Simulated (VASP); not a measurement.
**TePt: single point with PBEsol**

Crystal: TePt.

```
CELL_PARAMETERS angstrom
4.31228 0.00000 0.00000
-2.15614 3.73455 0.00000
0.00000 0.00000 5.63382
ATOMIC_POSITIONS crystal
Te 0.33333 0.66667 0.25000
Te 0.66667 0.33333 0.75000
Pt 0.00000 0.00000 0.00000
Pt 0.00000 0.00000 0.50000
```

This cell differs from its parent crystal: volume scaled by 1.06, then relaxed in part.

```yaml
Program: VASP 6.6.1
Task: single point
Functional: PBEsol
Potentials_or_basis: VASP PAW PBE potentials, release 64 (Te, Pt)
Cutoff: 520 eV
k_mesh: 12 × 12 × 8
Occupations: gaussian, width 0.1 eV
Spin: no spin polarisation
```

| Property | Result |
| --- | --- |
| Pressure | -7.0 GPa |
| Band gap on the k mesh | zero (band 16 reaches 9.47 eV, above the bottom of band 17 at 8.12 eV) |

Stress tensor (GPa, compression positive):
```
-6.99  0.00  0.00
 0.00 -6.99  0.00
 0.00  0.00 -7.12
```

Levels at points of the mesh, in eV from the Fermi level:
```
           k point  band 12  band 13  band 14  band 15  band 16  band 17  band 18  band 19  band 20  band 21
(0.00, 0.00, 0.00)    -1.69    -1.53    -1.53     0.23     0.61     1.20     1.79     2.03     2.03     4.62
(0.50, 0.00, 0.00)    -2.60    -2.33    -1.84    -1.69    -1.60     1.30     2.34     3.47     3.53     3.94
(0.00, 0.00, 0.50)    -3.04    -2.47    -2.47     0.92     0.92     0.92     0.92     3.67     3.67     5.51
(0.50, 0.00, 0.50)    -2.67    -2.66    -2.66    -0.36    -0.36     0.33     0.33     2.53     2.53     6.83
```

It took 95 s on 1 thread of AMD EPYC 9R45 96-Core Processor (Zen 5) (shared host), peak memory 0.3 GiB.

Caveat: the PAW data sets were made with another functional, which shifts forces and pressure a little; spin-orbit coupling is left out, which moves the levels of the heavy elements.
